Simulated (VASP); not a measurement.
# Ge (I4/mmm) in VASP: single point with PBEsol+D3(BJ)

Aim: the single point of Ge with PBEsol+D3(BJ).

Everything below comes from runs of VASP 6.6.1. Logs are shortened: lines on timing, memory, paths and dates and some standing lists are left out, and cuts for length are marked.

## (1) The cell of the first run

The structure is tetragonal, space group I4/mmm (No. 139). Conventional cell: a = 3.320 Å, b = 3.320 Å, c = 8.192 Å, α = 90.00°, β = 90.00°, γ = 90.00°. Within 3.6 Å of Ge (site symmetry 4mm) lie 9 Ge at 2.72 to 3.32 Å.

## (2) Single point, PBEsol+D3(BJ)

Contents of INCAR:

```
PREC = Accurate
ENCUT = 520
EDIFF = 1E-7
ISMEAR = 1
SIGMA = 0.1
LREAL = False
LASPH = True
NELM = 60
ALGO = Normal
ISIF = 2
LWAVE = False
LCHARG = True
GGA = PS
IVDW = 12
LELF = True
LVHAR = True
NBANDS = 21
```

Contents of KPOINTS:

```
Automatic mesh
0
Gamma
  12 12 12
```

Contents of POSCAR:

```
Ge
1.0
   -1.6600000000      1.6600000000      4.0960000000
    1.6600000000     -1.6600000000      4.0960000000
    1.6600000000      1.6600000000     -4.0960000000
Ge
2
Direct
    0.3333000000      0.3333000000      0.0000000000
    0.6667000000      0.6667000000      0.0000000000
```

Potentials or basis: VASP PAW PBE potentials, release 64 (Ge_d).

Launch:

```bash
cat potpaw_PBE.64/Ge_d/POTCAR > POTCAR
mpirun -np 1 vasp_std > vasp.out
```

OUTCAR:

```text
PREC = Accurate
   ENCUT = 520
   EDIFF = 1E-7
   ISMEAR = 1
   LREAL = False
   LASPH = True
   NELM = 60
   ISIF = 2
   GGA = PS
   IVDW = 12
 IVDW          = 12

 ion  position               nearest neighbor table
   1  0.333  0.333  0.000-   2 2.72   2 2.72   2 2.72   2 2.72   2 2.73
   2  0.667  0.667  0.000-   1 2.72   1 2.72   1 2.72   1 2.72   1 2.73

  LATTYP: Found a body centered tetragonal cell.
 ALAT       =     3.3200000000
 C/A-ratio  =     2.4674698795

  Lattice vectors:

 A1 = (  -1.6600000000,   1.6600000000,   4.0960000000)
 A2 = (   1.6600000000,  -1.6600000000,   4.0960000000)
 A3 = (   1.6600000000,   1.6600000000,  -4.0960000000)

Analysis of symmetry for initial positions (statically):
=====================================================================
 Subroutine PRICEL returns:
 Original cell was already a primitive cell.

 Routine SETGRP: Setting up the symmetry group for a
 body centered tetragonal supercell.

 Subroutine GETGRP returns: Found 16 space group operations
 (whereof 16 operations were pure point group operations)
 out of a pool of 16 trial point group operations.

The static configuration has the point symmetry D_4h.

Analysis of symmetry for dynamics (positions and initial velocities):
=====================================================================
 Subroutine PRICEL returns:
 Original cell was already a primitive cell.

 Routine SETGRP: Setting up the symmetry group for a
 body centered tetragonal supercell.

 Subroutine GETGRP returns: Found 16 space group operations
 (whereof 16 operations were pure point group operations)
 out of a pool of 16 trial point group operations.

The dynamic configuration has the point symmetry D_4h.

 Subroutine INISYM returns: Found 16 space group operations
 (whereof 16 operations are pure point group operations),
 and found     1 'primitive' translations

----------------------------------------------------------------------------------------

                                     Primitive cell

  volume of cell :      45.1478

  direct lattice vectors                    reciprocal lattice vectors
    -1.660000000  1.660000000  4.096000000     0.000000000  0.301204819  0.122070312
     1.660000000 -1.660000000  4.096000000     0.301204819  0.000000000  0.122070312
     1.660000000  1.660000000 -4.096000000     0.301204819  0.301204819  0.000000000

  length of vectors
     4.721060898  4.721060898  4.721060898     0.325000776  0.325000776  0.425967940

  position of ions in fractional coordinates (direct lattice)
     0.333300000  0.333300000  0.000000000
     0.666700000  0.666700000  0.000000000

  ion indices of the primitive-cell ions
   primitive index   ion index
                 1           1
                 2           2

----------------------------------------------------------------------------------------

 KPOINTS: Automatic mesh

Automatic generation of k-mesh.
 Grid dimensions read from file:
 generate k-points for:   12   12   12

 Generating k-lattice:

  Cartesian coordinates                     Fractional coordinates (reciprocal lattice)
     0.000000000  0.025100402  0.010172526     0.083333333  0.000000000  0.000000000
     0.025100402  0.000000000  0.010172526     0.000000000  0.083333333  0.000000000
     0.025100402  0.025100402  0.000000000     0.000000000  0.000000000  0.083333333

  Length of vectors
     0.027083398  0.027083398  0.035497328

  Shift w.r.t. Gamma in fractional coordinates (k-lattice)
     0.000000000  0.000000000  0.000000000

 Subroutine IBZKPT returns following result:
 ===========================================

 Found    163 irreducible k-points:

 Following reciprocal coordinates:
            Coordinates               Weight
  0.000000  0.000000  0.000000      1.000000
  0.083333 -0.000000  0.000000      8.000000
  0.166667  0.000000  0.000000      8.000000
  0.250000 -0.000000  0.000000      8.000000
  0.333333 -0.000000  0.000000      8.000000
  0.416667 -0.000000  0.000000      8.000000
[... 16 lines left out ...]
  0.500000  0.166667  0.000000     16.000000
 -0.416667  0.166667 -0.000000     16.000000
 [... further k-points ...]
   k-points           NKPTS =    163   k-points in BZ     NKDIM =    163   number of bands    NBANDS=     21
   number of dos      NEDOS =    301   number of ions     NIONS =      2
   total plane-waves  NPLWV =  46656
   dimension x,y,z NGX =    36 NGY =   36 NGZ =   36
   dimension x,y,z NGXF=    72 NGYF=   72 NGZF=   72
   ions per type =               2
   NGX,Y,Z   is equivalent  to a cutoff of  12.68, 12.68, 12.68 a.u.
   NGXF,Y,Z  is equivalent  to a cutoff of  25.35, 25.35, 25.35 a.u.
 SYSTEM =  unknown system
   PREC   = accura    normal or accurate (medium, high low for compatibility)
   ISTART =      0    job   : 0-new  1-cont  2-samecut
   ICHARG =      2    charge: 1-file 2-atom 10-const
   ISPIN  =      1    spin polarized calculation?
   LNONCOLLINEAR =      F non collinear calculations
   LSORBIT =      F    spin-orbit coupling
   LASPH  =      T    aspherical Exc in radial PAW
   ENCUT  =  520.0 eV  38.22 Ry    6.18 a.u.   8.78  8.78  8.78*2*pi/ulx,y,z
   NELM   =     60;   NELMIN=  2; NELMDL= -5     # of ELM steps
   EDIFF  = 0.1E-06   stopping-criterion for ELM
   LREAL  =      F    real-space projection
   EDIFFG = 0.1E-05   stopping-criterion for IOM
   NSW    =      0    number of steps for IOM
   IBRION =     -1    ionic relax: 0-MD 1-quasi-New 2-CG
   NFREE  =      0    steps in history (QN), initial steepest desc. (CG)
   ISIF   =      2    stress and relaxation
   ISYM   =      2    0-nonsym 1-usesym 2-fastsym
   POTIM  = 0.5000    time-step for ionic-motion
   TEBEG  =    0.0;   TEEND  =   0.0 temperature during run
   PSTRESS=    0.0 pullay stress
   NELECT =      28.0000    total number of electrons
   NUPDOWN=      -1.0000    fix difference up-down
   EMIN   =  10.00;   EMAX   =-10.00  energy-range for DOS
   EFERMI =   0.00;   METHOD = LEGACY
   ISMEAR =     1;   SIGMA  =   0.10  broadening in eV -4-tet -1-fermi 0-gaus
   EFERMI_NEDOS =   21; number of points for ismear=-14 and -15
   IALGO  =     38    algorithm
   IMIX   =      4    mixing-type and parameters
     AMIX     =   0.40;   BMIX     =  1.00
     AMIX_MAG =   1.60;   BMIX_MAG =  1.00
  volume/ion in A,a.u.               =      22.57       152.34
  Fermi-wavevector in a.u.,A,eV,Ry     =   1.396097  2.638240 26.518921  1.949086
  Thomas-Fermi vector in A             =   2.519484
   LORBIT       =      0    0 simple, 1 ext, 2 COOP (PROOUT), +10 PAW based schemes
   GGA     = PS    functional components
   LHFCALC =     F    Hartree Fock is set to
   AEXX    =    0.0000 exact exchange contribution
   IVDW    =    12    specifies the selected vdW correction
   LEPSILON=     F    determine dielectric tensor
   LRPA    =     F    only Hartree local field effects (RPA)
 non-spin polarized calculation
 Methfessel and Paxton  Order N= 1 SIGMA  =   0.10
  energy-cutoff  :      520.00
  volume of cell :       45.15
 maximum number of plane-waves:      1234
   NGX = 17   NGY = 17   NGZ = 17

 number of electron      28.0000012 magnetization

 Free energy of the ion-electron system (eV)
  ---------------------------------------------------
  ext. energy  EPLUGINS =         0.00000000
  ---------------------------------------------------
  free energy    TOTEN  =        -9.14119789 eV

  energy without entropy =       -9.14186361  energy(sigma->0) =       -9.14141980

 E-fermi :   4.7342     XC(G=0): -10.3513

 val. band max:        4.7283009894   @ k =  -0.4167   0.2500   0.0833
 cond. band min:       4.7892249076   @ k =  -0.0833  -0.4167   0.0833
 fundamental gap:      0.0609239183
 Fermi energy:         4.7342189813

 k-point     1 :       0.0000    0.0000    0.0000
  band No.  band energies     occupation
      1     -19.8569      2.00000
      2     -19.8503      2.00000
      3     -19.7827      2.00000
      4     -19.7827      2.00000
      5     -19.7745      2.00000
      6     -19.7503      2.00000
[... 13 lines left out ...]
     20      12.7026      0.00000
     21      14.1847      0.00000

 k-point     2 :       0.0833   -0.0000    0.0000
  band No.  band energies     occupation
      1     -19.8543      2.00000
      2     -19.8519      2.00000
      3     -19.7872      2.00000
      4     -19.7851      2.00000
      5     -19.7791      2.00000
      6     -19.7518      2.00000
[... 13 lines left out ...]
     20      13.2133      0.00000
     21      14.8677      0.00000

 k-point     3 :       0.1667    0.0000    0.0000
  band No.  band energies     occupation
      1     -19.8558      2.00000
      2     -19.8476      2.00000
      3     -19.7984      2.00000
      4     -19.7930      2.00000
      5     -19.7836      2.00000
      6     -19.7541      2.00000
[... 13 lines left out ...]
     20      13.8141      0.00000
     21      16.0390      0.00000

 k-point     4 :       0.2500   -0.0000    0.0000
  band No.  band energies     occupation
      1     -19.8596      2.00000
      2     -19.8400      2.00000
      3     -19.8128      2.00000
      4     -19.8018      2.00000
      5     -19.7860      2.00000
      6     -19.7544      2.00000
[... 13 lines left out ...]
     20      15.3143      0.00000
     21      15.6838      0.00000

 k-point     5 :       0.3333   -0.0000    0.0000
  band No.  band energies     occupation
      1     -19.8613      2.00000
      2     -19.8347      2.00000
      3     -19.8275      2.00000
      4     -19.8104      2.00000
      5     -19.7832      2.00000
      6     -19.7538      2.00000
[... 13 lines left out ...]
     20      14.6963      0.00000
     21      15.8785      0.00000
[... 382 lines left out ...]
     20      14.9018      0.00000
     21      16.5198      0.00000

 k-point    22 :       0.4167    0.1667    0.0000
  band No.  band energies     occupation
      1     -19.8572      2.00000
      2     -19.8446      2.00000
      3     -19.8244      2.00000
      4     -19.8001      2.00000
      5     -19.7770      2.00000
      6     -19.7587      2.00000
[... 13 lines left out ...]
     20      14.6829      0.00000
     21      15.5514      0.00000

 k-point    23 :       0.5000    0.1667    0.0000
  band No.  band energies     occupation
      1     -19.8580      2.00000
      2     -19.8455      2.00000
      3     -19.8196      2.00000
      4     -19.8037      2.00000
      5     -19.7721      2.00000
      6     -19.7540      2.00000
[... 13 lines left out ...]
     20      15.3905      0.00000
     21      15.7376      0.00000

 k-point    24 :      -0.4167    0.1667   -0.0000
  band No.  band energies     occupation
      1     -19.8642      2.00000
      2     -19.8349      2.00000
      3     -19.8125      2.00000
      4     -19.8080      2.00000
      5     -19.7699      2.00000
      6     -19.7543      2.00000
[... 13 lines left out ...]
     20      16.0088      0.00000
     21      16.5757      0.00000

 [... further k-points ...]

------------------------ aborting loop because EDIFF is reached ----------------------------------------

 Edisp (eV)   -0.54703

 E8    (eV) :    -0.3655

  FORCE on cell =-STRESS in cart. coord.  units (eV):
  Direction    XX          YY          ZZ          XY          YZ          ZX
  --------------------------------------------------------------------------------------
  -------------------------------------------------------------------------------------
  Total      -0.96063    -0.96063    -1.62785     0.00000     0.00000     0.00000
  in kB     -34.09011   -34.09011   -57.76816     0.00000     0.00000     0.00000
  external pressure =      -41.98 kB  Pullay stress =        0.00 kB

 VOLUME and BASIS-vectors are now :
 -----------------------------------------------------------------------------
  energy-cutoff  :      520.00
  volume of cell :       45.15
      direct lattice vectors                 reciprocal lattice vectors
    -1.660000000  1.660000000  4.096000000     0.000000000  0.301204819  0.122070312
     1.660000000 -1.660000000  4.096000000     0.301204819  0.000000000  0.122070312
     1.660000000  1.660000000 -4.096000000     0.301204819  0.301204819  0.000000000

 POSITION                                       TOTAL-FORCE (eV/Angst)
 -----------------------------------------------------------------------------------
      0.00000      0.00000      2.73039         0.000000      0.000000      0.206842
      0.00000      0.00000      5.46161        -0.000000     -0.000000     -0.206842
 -----------------------------------------------------------------------------------
    total drift:                                0.000000      0.000000      0.000000

  FREE ENERGIE OF THE ION-ELECTRON SYSTEM (eV)
  ---------------------------------------------------
  free  energy   TOTEN  =        -9.6882264372 eV

  energy  without entropy=       -9.6888921561  energy(sigma->0) =       -9.68844834
```

It took 4.2 min on 1 thread of Intel Xeon 8259CL, shared host; peak memory 0.29 GiB.

What came out:

```yaml
Free_energy: -9.6882 eV
Pressure: -4.2 GPa
Largest_force: 0.207 eV/Å
Band_gap_on_the_k_mesh: zero (bands 14 and 15 overlap by 3.65 eV)
Dispersion_energy_per_atom: -0.274 eV
```

Forces in eV/Å, atoms in the order of the input:
```
Ge   0.000  0.000  0.207
Ge   0.000  0.000 -0.207
```

Levels at points of the mesh, in eV from the Fermi level:
```
           k point  band 10  band 11  band 12  band 13  band 14  band 15  band 16  band 17  band 18  band 19
(0.00, 0.00, 0.00)   -24.43   -12.41    -3.60    -2.31     1.32     1.32     3.39     5.44     5.44     6.36
(0.50, 0.00, 0.00)   -24.41    -9.24    -8.29    -3.17    -1.39     3.50     4.44     5.37     5.95     7.52
(0.50, 0.50, 0.00)   -24.42    -7.28    -5.66    -4.43    -3.57    -0.75     0.67     4.17     4.41     6.70
(0.50, 0.50, 0.50)   -24.41   -11.44    -8.11     0.50     0.50     2.28     5.39     5.87     8.42     8.42
```

Caveat: three body term missing; the cell stands under tension; the PAW data sets were made with another functional, which shifts forces and pressure a little.
